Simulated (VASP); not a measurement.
Input of a VASP 6.6.1 run:

Contents of INCAR:

```
PREC = Accurate ; ENCUT = 520
EDIFF = 1E-7 ; ISMEAR = -1
SIGMA = 0.05 ; LREAL = False
LASPH = True ; NELM = 100
ALGO = Normal ; ISIF = 2
LWAVE = False ; LCHARG = False
NBANDS = 14
```

File KPOINTS:

```
regular mesh
0
Gamma
  6 6 6
```

Contents of POSCAR:

```
NaBeH3
1.0
    3.3428920000      0.0000000000      0.0000000000
    0.0000000000      3.3428920000      0.0000000000
    0.0000000000      0.0000000000      3.3428920000
Na Be H
1 1 3
Direct
    0.5000000000      0.5000000000      0.5000000000
    0.0000000000      0.0000000000      0.0000000000
    0.5000000000      0.0000000000      0.0000000000
    0.0000000000      0.5000000000      0.0000000000
    0.0000000000      0.0000000000      0.5000000000
```

Potentials or basis: VASP PAW LDA potentials, release 64 (Na_pv, Be, H).

Command:

```bash
$ cat potpaw_LDA.64/Na_pv/POTCAR potpaw_LDA.64/Be/POTCAR potpaw_LDA.64/H/POTCAR > POTCAR
$ mpirun -np 1 vasp_std > vasp.out
```

(1) Estimate the band gap on the k mesh.

(2) What does it give for the pressure?

Answers

(1) 0.68 eV, indirect (least direct gap 3.59 eV).

(2) -3.3 GPa.
